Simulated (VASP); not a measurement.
# GaN (P-6m2) in VASP: settings compared

The runs below take GaN through single point, with PBE-based screened hybrid with 25 % exact exchange, PBEsol-based global hybrid with 25 % exact exchange, PBEsol-based screened hybrid with 25 % exact exchange.

Everything below comes from runs of VASP 6.6.1. Logs are shortened: lines on timing, memory, paths and dates and some standing lists are left out, and cuts for length are marked.

## 1. The cell of the first run

It takes space group P-6m2 (No. 187, hexagonal). Conventional cell: a = 2.981 Å, b = 2.981 Å, c = 2.683 Å, α = 90.00°, β = 90.00°, γ = 120.00°. Ga (site symmetry -6m2) has 6 N at 2.18 Å and 8 Ga at 2.68 to 2.98 Å within 3.0 Å. Within 3.0 Å of N (site symmetry -6m2) lie 6 Ga at 2.18 Å and 8 N at 2.68 to 2.98 Å.

## 2. Single point, PBE-based screened hybrid with 25 % exact exchange

Input file POSCAR:

```
GaN
1.0
    2.9806400000      0.0000000000      0.0000000000
   -1.4903200000      2.5813100000      0.0000000000
    0.0000000000      0.0000000000      2.6833700000
Ga N
1 1
Direct
    0.6666700000      0.3333300000      0.5000000000
    0.0000000000      0.0000000000      0.0000000000
```

Input file INCAR.step1:

```
SYSTEM = GaN
PREC = Accurate
ENCUT = 520
EDIFF = 1E-5
ISMEAR = -1
SIGMA = 0.05
LREAL = .False.
LASPH = .True.
NELM = 80
ALGO = Normal
ISIF = 2
LWAVE = .True.
LCHARG = .False.
GGA = PE
NBANDS = 16
```

Input file INCAR.step2:

```
SYSTEM = GaN
PREC = Accurate
ENCUT = 520
EDIFF = 1E-6
ISMEAR = -1
SIGMA = 0.05
LREAL = .False.
LASPH = .True.
NELM = 80
ALGO = Normal
ISIF = 2
LWAVE = .False.
LCHARG = .False.
GGA = PE
LHFCALC = .True.
AEXX = 0.25
HFSCREEN = 0.3
PRECFOCK = Normal
ISTART = 1
NBANDS = 16
```

Input file KPOINTS:

```
Automatic mesh
0
Gamma
  5 5 5
  0 0 0
```

Potentials or basis: VASP PAW PBE potentials, release 64 (Ga_d, N).

Started as:

```
cat potpaw_PBE.64/Ga_d/POTCAR potpaw_PBE.64/N/POTCAR > POTCAR
cp INCAR.step1 INCAR
mpirun -np 1 vasp_std > vasp.out
cp INCAR.step2 INCAR
mpirun -np 1 vasp_std > vasp.out
```

OUTCAR:

```text
SYSTEM = GaN
   PREC = Accurate
   ENCUT = 520
   EDIFF = 1E-6
   ISMEAR = -1
   LREAL = .False.
   LASPH = .True.
   NELM = 80
   ISIF = 2
   GGA = PE
   LHFCALC = .True.
   AEXX = 0.25
   HFSCREEN = 0.3
   PRECFOCK = Normal
   ISTART = 1

 ion  position               nearest neighbor table
   1  0.667  0.333  0.500-   2 2.18   2 2.18   2 2.18   2 2.18   2 2.18   2 2.18
   2  0.000  0.000  0.000-   1 2.18   1 2.18   1 2.18   1 2.18   1 2.18   1 2.18

  LATTYP: Found a hexagonal cell.
 ALAT       =     2.9806400000
 C/A-ratio  =     0.9002663857

  Lattice vectors:

 A1 = (   2.9806400000,   0.0000000000,   0.0000000000)
 A2 = (  -1.4903200000,   2.5813100000,   0.0000000000)
 A3 = (   0.0000000000,   0.0000000000,   2.6833700000)

Analysis of symmetry for initial positions (statically):
=====================================================================
 Subroutine PRICEL returns:
 Original cell was already a primitive cell.

 Routine SETGRP: Setting up the symmetry group for a
 hexagonal supercell.

 Subroutine GETGRP returns: Found  4 space group operations
 (whereof  4 operations were pure point group operations)
 out of a pool of 24 trial point group operations.

The static configuration has the point symmetry C_2v.

Analysis of symmetry for dynamics (positions and initial velocities):
=====================================================================
 Subroutine PRICEL returns:
 Original cell was already a primitive cell.

 Routine SETGRP: Setting up the symmetry group for a
 hexagonal supercell.

 Subroutine GETGRP returns: Found  4 space group operations
 (whereof  4 operations were pure point group operations)
 out of a pool of 24 trial point group operations.

The dynamic configuration has the point symmetry C_2v.

 Subroutine INISYM returns: Found  4 space group operations
 (whereof  4 operations are pure point group operations),
 and found     1 'primitive' translations

----------------------------------------------------------------------------------------

                                     Primitive cell

  volume of cell :      20.6457

  direct lattice vectors                    reciprocal lattice vectors
     2.980640000  0.000000000  0.000000000     0.335498416  0.193700098  0.000000000
    -1.490320000  2.581310000  0.000000000     0.000000000  0.387400196  0.000000000
     0.000000000  0.000000000  2.683370000     0.000000000  0.000000000  0.372665715

  length of vectors
     2.980640000  2.980640035  2.683370000     0.387400201  0.387400196  0.372665715

  position of ions in fractional coordinates (direct lattice)
     0.666670000  0.333330000  0.500000000
     0.000000000  0.000000000  0.000000000

  ion indices of the primitive-cell ions
   primitive index   ion index
                 1           1
                 2           2

----------------------------------------------------------------------------------------

 KPOINTS: Automatic mesh

Automatic generation of k-mesh.
 Grid dimensions read from file:
 generate k-points for:    5    5    5

 Generating k-lattice:

  Cartesian coordinates                     Fractional coordinates (reciprocal lattice)
     0.067099683  0.038740020  0.000000000     0.200000000  0.000000000  0.000000000
     0.000000000  0.077480039  0.000000000     0.000000000  0.200000000  0.000000000
     0.000000000  0.000000000  0.074533143     0.000000000  0.000000000  0.200000000

  Length of vectors
     0.077480040  0.077480039  0.074533143

  Shift w.r.t. Gamma in fractional coordinates (k-lattice)
     0.000000000  0.000000000  0.000000000

 Subroutine IBZKPT returns following result:
 ===========================================

 Found     27 irreducible k-points:

 Following reciprocal coordinates:
            Coordinates               Weight
  0.000000  0.000000  0.000000      1.000000
  0.200000 -0.000000  0.000000      4.000000
 -0.200000  0.200000  0.000000      2.000000
  0.400000 -0.000000  0.000000      4.000000
 -0.400000  0.400000  0.000000      2.000000
  0.200000  0.200000  0.000000      2.000000
[... 16 lines left out ...]
 -0.400000  0.400000  0.400000      4.000000
  0.200000  0.200000  0.400000      4.000000
 [... further k-points ...]
   k-points           NKPTS =     27   k-points in BZ     NKDIM =    125   number of bands    NBANDS=     16
   number of dos      NEDOS =    301   number of ions     NIONS =      2
   total plane-waves  NPLWV =  11520
   dimension x,y,z NGX =    24 NGY =   24 NGZ =   20
   dimension x,y,z NGXF=    48 NGYF=   48 NGZF=   40
   ions per type =               1   1
   NGX,Y,Z   is equivalent  to a cutoff of  13.39, 13.39, 12.39 a.u.
   NGXF,Y,Z  is equivalent  to a cutoff of  26.77, 26.77, 24.78 a.u.
 SYSTEM =  GaN
   PREC   = accura    normal or accurate (medium, high low for compatibility)
   ISTART =      1    job   : 0-new  1-cont  2-samecut
   ICHARG =      0    charge: 1-file 2-atom 10-const
   ISPIN  =      1    spin polarized calculation?
   LNONCOLLINEAR =      F non collinear calculations
   LSORBIT =      F    spin-orbit coupling
   LASPH  =      T    aspherical Exc in radial PAW
   ENCUT  =  520.0 eV  38.22 Ry    6.18 a.u.   5.54  5.54  4.99*2*pi/ulx,y,z
   NELM   =     80;   NELMIN=  2; NELMDL=  0     # of ELM steps
   EDIFF  = 0.1E-05   stopping-criterion for ELM
   LREAL  =      F    real-space projection
   EDIFFG = 0.1E-04   stopping-criterion for IOM
   NSW    =      0    number of steps for IOM
   IBRION =     -1    ionic relax: 0-MD 1-quasi-New 2-CG
   NFREE  =      0    steps in history (QN), initial steepest desc. (CG)
   ISIF   =      2    stress and relaxation
   ISYM   =      3    0-nonsym 1-usesym 2-fastsym
   POTIM  = 0.5000    time-step for ionic-motion
   TEBEG  =    0.0;   TEEND  =   0.0 temperature during run
   PSTRESS=    0.0 pullay stress
   NELECT =      18.0000    total number of electrons
   NUPDOWN=      -1.0000    fix difference up-down
   EMIN   =  10.00;   EMAX   =-10.00  energy-range for DOS
   EFERMI =   0.00;   METHOD = LEGACY
   ISMEAR =    -1;   SIGMA  =   0.05  broadening in eV -4-tet -1-fermi 0-gaus
   EFERMI_NEDOS =   21; number of points for ismear=-14 and -15
   IALGO  =     38    algorithm
   IMIX   =      1    mixing-type and parameters
     AMIX     =   0.40;   BMIX     =  1.00
     AMIX_MAG =   1.60;   BMIX_MAG =  1.00
  volume/ion in A,a.u.               =      10.32        69.66
  Fermi-wavevector in a.u.,A,eV,Ry     =   1.563948  2.955433 33.278934  2.445933
  Thomas-Fermi vector in A             =   2.666644
   LORBIT       =      0    0 simple, 1 ext, 2 COOP (PROOUT), +10 PAW based schemes
   GGA     = PE    functional components
   LHFCALC =     T    Hartree Fock is set to
   PRECFOCK=normal    Normal, Fast or Accurate (Low or Medium for compatibility)
   ENCUT4O =  -1.0   cutoff for four orbital integrals eV
   NKREDX  =     1    reduce k-point grid by
   NKREDY  =     1    reduce k-point grid by
   NKREDZ  =     1    reduce k-point grid by
   AEXX    =    0.2500 exact exchange contribution
   HFSCREEN=    0.3000 screening length (either q_TF or 0.3 A-1)
   HFSCREENC=   0.3000 screening length for correlation (either q_TF or 0.3 A-1)
   ENCUTFOCK=  -1.0 apply spherical cutoff to Coloumb kernel
   IVDW    =     0    specifies the selected vdW correction
   LEPSILON=     F    determine dielectric tensor
   LRPA    =     F    only Hartree local field effects (RPA)
 non-spin polarized calculation
  energy-cutoff  :      520.00
  volume of cell :       20.65
 maximum number of plane-waves:       573
 NGX is ok and might be reduce to    24
  NGX = 18; NGY = 18; NGZ = 16

 number of electron      18.0000013 magnetization

 Free energy of the ion-electron system (eV)
  ---------------------------------------------------
  ext. energy  EPLUGINS =         0.00000000
  ---------------------------------------------------
  free energy    TOTEN  =       -12.25248473 eV

  energy without entropy =      -12.25049132  energy(sigma->0) =      -12.25148802

 E-fermi :   7.5601     XC(G=0): -10.3920

 val. band max:        7.5548243355   @ k =   0.0000   0.0000   0.0000
 cond. band min:       8.1504890353   @ k =   0.4000   0.4000   0.4000
 fundamental gap:      0.5956646998
 Fermi energy:         7.5601186042

 k-point     1 :       0.0000    0.0000    0.0000
  band No.  band energies     occupation
      1     -11.7213      2.00000
      2     -10.4996      2.00000
      3     -10.3806      2.00000
      4     -10.3806      2.00000
      5     -10.0948      2.00000
      6     -10.0948      2.00000
[... 8 lines left out ...]
     15      24.3788      0.00000
     16      30.0411      0.00000

 k-point     2 :       0.2000   -0.0000    0.0000
  band No.  band energies     occupation
      1     -11.2472      2.00000
      2     -10.4942      2.00000
      3     -10.2975      2.00000
      4     -10.1563      2.00000
      5     -10.1443      2.00000
      6     -10.1029      2.00000
[... 8 lines left out ...]
     15      25.9092      0.00000
     16      29.8862      0.00000

 k-point     3 :      -0.2000    0.2000    0.0000
  band No.  band energies     occupation
      1     -11.2472      2.00000
      2     -10.4942      2.00000
      3     -10.2975      2.00000
      4     -10.1563      2.00000
      5     -10.1443      2.00000
      6     -10.1029      2.00000
[... 8 lines left out ...]
     15      25.9092      0.00000
     16      29.8863      0.00000

 k-point     4 :       0.4000   -0.0000    0.0000
  band No.  band energies     occupation
      1     -10.9258      2.00000
      2     -10.4691      2.00000
      3     -10.2220      2.00000
      4     -10.1581      2.00000
      5     -10.1159      2.00000
      6      -8.8407      2.00000
[... 8 lines left out ...]
     15      27.5858      0.00000
     16      30.9777      0.00000
[... 324 lines left out ...]
 k-point    22 :       0.4000   -0.0000    0.4000
  band No.  band energies     occupation
      1     -10.9896      2.00000
      2     -10.4445      2.00000
      3     -10.3523      2.00000
      4     -10.1299      2.00000
      5      -9.9932      2.00000
      6      -6.7932      2.00000
[... 8 lines left out ...]
     15      27.8819      0.00000
     16      30.5414      0.00000

 k-point    23 :      -0.4000    0.4000    0.4000
  band No.  band energies     occupation
      1     -10.9896      2.00000
      2     -10.4445      2.00000
      3     -10.3523      2.00000
      4     -10.1299      2.00000
      5      -9.9932      2.00000
      6      -6.7932      2.00000
[... 8 lines left out ...]
     15      27.8819      0.00000
     16      30.5414      0.00000

 k-point    24 :       0.2000    0.2000    0.4000
  band No.  band energies     occupation
      1     -10.9207      2.00000
      2     -10.3948      2.00000
      3     -10.3545      2.00000
      4     -10.2160      2.00000
      5     -10.0133      2.00000
      6      -7.1515      2.00000
[... 8 lines left out ...]
     15      28.4801      0.00000
     16      28.9512      0.00000

 [... further k-points ...]

------------------------ aborting loop because EDIFF is reached ----------------------------------------

  FORCE on cell =-STRESS in cart. coord.  units (eV):
  Direction    XX          YY          ZZ          XY          YZ          ZX
  --------------------------------------------------------------------------------------
  -------------------------------------------------------------------------------------
  Total       -1.0866661     -1.0865975     -1.0548553      0.0000594      0.0000000      0.0000000
  in kB      -84.3289019    -84.3235820    -81.8602767      0.0046094      0.0000000      0.0000000
  external PRESSURE =     -83.5042535 kB  Pullay stress =       0.0000000 kB

 VOLUME and BASIS-vectors are now :
 -----------------------------------------------------------------------------
  energy-cutoff  :      520.00
  volume of cell :       20.65
      direct lattice vectors                 reciprocal lattice vectors
     2.980640000  0.000000000  0.000000000     0.335498416  0.193700098  0.000000000
    -1.490320000  2.581310000  0.000000000     0.000000000  0.387400196  0.000000000
     0.000000000  0.000000000  2.683370000     0.000000000  0.000000000  0.372665715

 POSITION                                       TOTAL-FORCE (eV/Angst)
 -----------------------------------------------------------------------------------
      1.49033      0.86043      1.34169        -0.000038      0.000022      0.000000
      0.00000      0.00000      0.00000         0.000038     -0.000022      0.000000
 -----------------------------------------------------------------------------------
    total drift:                               -0.000000     -0.000001      0.000000

  FREE ENERGIE OF THE ION-ELECTRON SYSTEM (eV)
  ---------------------------------------------------
  free  energy   TOTEN  =       -12.2524847261 eV

  energy  without entropy=      -12.2504913203  energy(sigma->0) =      -12.25148802
```

Run time: 36 min. Hardware: 1 thread of Intel Xeon Platinum 8259CL at 2.50GHz (Skylake/Cascade Lake), shared host; peak memory 0.25 GiB.

What came out:

```
Free energy            : -12.2525 eV
Pressure               : -8.4 GPa
Band gap on the k mesh : 0.11 eV (least direct gap 1.48 eV)
```

Stress tensor (GPa, compression positive):
```
-8.43  0.00  0.00
 0.00 -8.43  0.00
 0.00  0.00 -8.19
```

Levels at points of the mesh, in eV from the valence-band top:
```csv
k point,band 7,band 8,band 9,band 10,band 11,band 12
"(0.00, 0.00, 0.00)",-1.63,-1.36,-1.36,0.11,10.32,10.32
```

Caveat: the k points lie up to 0.49 Å⁻¹ apart; the PAW data sets were made with another functional, which shifts forces and pressure a little.

## 3. Single point, PBEsol-based global hybrid with 25 % exact exchange

This run uses another cell than the first one, of 9.55 Å³/atom.

Input file POSCAR:

```
GaN
1.0
    2.8983926731      0.0000000000      0.0000000000
   -1.4491963365      2.5100816850      0.0000000000
    0.0000000000      0.0000000000      2.6262194078
Ga N
1 1
Direct
    0.6666666667      0.3333333333      0.5000000000
    0.0000000000      0.0000000000      0.0000000000
```

Input file INCAR.step1:

```
PREC = Accurate
ENCUT = 520
EDIFF = 1E-5
ISMEAR = -1
SIGMA = 0.05
LREAL = False
LASPH = True
NELM = 80
ALGO = Normal
ISIF = 2
LWAVE = True
LCHARG = False
NBANDS = 16
GGA = PE
```

Input file INCAR.step2:

```
PREC = Accurate
ENCUT = 520
EDIFF = 1E-6
ISMEAR = -1
SIGMA = 0.05
LREAL = False
LASPH = True
NELM = 80
ALGO = Normal
ISIF = 2
LWAVE = False
LCHARG = False
GGA = PS
LHFCALC = True
AEXX = 0.25
PRECFOCK = Normal
NBANDS = 16
ISTART = 1
```

Input file KPOINTS:

```
Automatic mesh
0
Gamma
  5 5 5
```

Potentials or basis: VASP PAW PBE potentials, release 64 (Ga_d, N).

Started as:

```
cat potpaw_PBE.64/Ga_d/POTCAR potpaw_PBE.64/N/POTCAR > POTCAR
cp INCAR.step1 INCAR
mpirun -np 1 vasp_std > vasp.out
cp INCAR.step2 INCAR
mpirun -np 1 vasp_std > vasp.out
```

Wall time 11 min (1 thread of Intel Xeon Platinum 8488C (Sapphire Rapids), shared host); peak memory 0.13 GiB.

Results (log left out):

| Quantity | Value |
| --- | --- |
| Free energy | -14.3059 eV |
| Pressure | 0.7 GPa |
| Band gap on the k mesh | 1.82 eV (least direct gap 3.24 eV) |

Levels at points of the mesh, in eV from the valence-band top:
```csv
k point,band 7,band 8,band 9,band 10,band 11,band 12
"(0.00, 0.00, 0.00)",-1.85,-1.35,-1.35,1.89,11.91,11.91
```

Caveat: the k points lie up to 0.50 Å⁻¹ apart; the PAW data sets were made with another functional, which shifts forces and pressure a little. A k mesh can miss the band edges.

## 4. Single point, PBEsol-based screened hybrid with 25 % exact exchange

This run uses another cell than the first one, of 9.57 Å³/atom.

Input file POSCAR:

```
GaN
1.0
    2.8999040121      0.0000000000      0.0000000000
   -1.4499520061      2.5113905430      0.0000000000
    0.0000000000      0.0000000000      2.6273770698
Ga N
1 1
Direct
    0.6666666667      0.3333333333      0.5000000000
    0.0000000000      0.0000000000      0.0000000000
```

Input file INCAR.step1:

```
PREC = Accurate
ENCUT = 520
EDIFF = 1E-5
ISMEAR = -1
SIGMA = 0.05
LREAL = F
LASPH = T
NELM = 60
ALGO = Normal
ISIF = 2
LWAVE = T
NBANDS = 16
GGA = PE
```

Input file INCAR.step2:

```
PREC = Accurate
ENCUT = 520
EDIFF = 1E-6
ISMEAR = -1
SIGMA = 0.05
LREAL = F
LASPH = T
NELM = 60
ALGO = Normal
ISIF = 2
LWAVE = F
LCHARG = T
GGA = PS
LHFCALC = T
AEXX = 0.25
HFSCREEN = 0.207
PRECFOCK = Normal
LELF = T
LVHAR = T
NBANDS = 16
ISTART = 1
```

KPOINTS is that of step 3.

Started as:

```
cat potpaw_PBE.64/Ga_d/POTCAR potpaw_PBE.64/N/POTCAR > POTCAR
cp INCAR.step1 INCAR
mpirun -np 1 vasp_std > vasp.out
cp INCAR.step2 INCAR
mpirun -np 1 vasp_std > vasp.out
```

Wall time 10 min (1 thread of Intel Xeon Platinum 8488C (Sapphire Rapids), shared host); peak memory 0.24 GiB.

Results (log left out):

```yaml
Free_energy: -13.3327 eV
Pressure: 0.8 GPa
Band_gap_on_the_k_mesh: 1.05 eV (least direct gap 2.47 eV)
```

Levels at points of the mesh, in eV from the valence-band top:
| k point | band 5 | band 6 | band 7 | band 8 | band 9 | band 10 | band 11 | band 12 | band 13 | band 14 |
| --- | --- | --- | --- | --- | --- | --- | --- | --- | --- | --- |
| (0.00, 0.00, 0.00) | -17.47 | -17.47 | -1.85 | -1.36 | -1.36 | 1.11 | 11.11 | 11.11 | 11.80 | 16.35 |

Caveat: the k points lie up to 0.50 Å⁻¹ apart; the PAW data sets were made with another functional, which shifts forces and pressure a little.

## 5. Summary

| level | cell | screening parameter | gap on the mesh (eV) | pressure (GPa) |
| --- | --- | --- | --- | --- |
| PBE-based screened hybrid with 25 % exact exchange | a = 2.981, b = 2.981, c = 2.683 Å, angles 90.0, 90.0, 120.0°, 2 atoms | 0.3 1/Å | 0.11 | -8.4 |
| PBEsol-based global hybrid with 25 % exact exchange | a = 2.898, b = 2.898, c = 2.626 Å, angles 90.0, 90.0, 120.0°, 2 atoms | - | 1.82 | 0.7 |
| PBEsol-based screened hybrid with 25 % exact exchange | a = 2.900, b = 2.900, c = 2.627 Å, angles 90.0, 90.0, 120.0°, 2 atoms | 0.207 1/Å | 1.05 | 0.8 |

Alike in all rows: task single point; potentials or basis VASP PAW PBE potentials, release 64 (Ga_d, N); no spin polarisation; k mesh 5 × 5 × 5; cutoff (eV) 520; smearing fermi-dirac 0.05 eV.

Caveats: all runs use coarse meshes; the PAW data sets were made with another functional, which shifts forces and pressure a little.

Total energies depend on the potentials used, so only differences within one code and one set of settings carry meaning.

The gap in the log of VASP goes by the Fermi energy; the results here count the filled bands.